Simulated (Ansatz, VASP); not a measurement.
**Two plane-wave programs on C**

```
C
1.0
     2.49214    0.00000    0.00000
    -1.24607    2.15826    0.00000
     0.00000    0.00000   12.90640
C
12
Direct
  0.00000 0.00000 0.18686
  0.00000 0.00000 0.68686
  0.00000 0.00000 0.31314
  0.00000 0.00000 0.81314
  0.33333 0.66667 0.52077
  0.66667 0.33333 0.02077
  0.33333 0.66667 0.97923
  0.66667 0.33333 0.47923
  0.33333 0.66667 0.64506
  0.66667 0.33333 0.14506
  0.33333 0.66667 0.85494
  0.66667 0.33333 0.35494
```

Alike in both runs: task single point; functional LDA; k mesh 12 × 12 × 2; occupations gaussian, width 0.05 eV; no spin polarisation.

|  | VASP | Ansatz |
| --- | --- | --- |
| version | VASP 6.6.1 | Ansatz 0.2.0 |
| potentials or method | VASP PAW LDA potentials, release 64 (C), cutoff 520 eV | scalar-relativistic, plane waves, PAW |
| valence electrons in the cell | 48 | 48 |

VASP gave:

| Quantity | Value |
| --- | --- |
| gap on the k mesh at the Fermi level (eV) | 4.21 |
| least direct gap on the mesh (eV) | 4.21 |
| pressure (GPa) | -18.2 |
| traceless stress, the component that is largest in VASP (GPa) | -35.14 |
| rms of the force components (eV/Å) | 0.054 |

Question: What did Ansatz give for the same quantities?

Answer: gap on the k mesh at the Fermi level (eV): 4.21; least direct gap on the mesh (eV): 4.21; pressure (GPa): -19.7; traceless stress, the component that is largest in VASP (GPa): -34.96; rms of the force components (eV/Å): 0.064.

Ansatz warns that its potentials were made for another functional, while VASP's fit it. LDA's correlation is that of Perdew and Zunger in VASP and of Perdew and Wang (1992) in Ansatz. Atom by atom the forces differ by 0.011 eV/Å (rms over components).
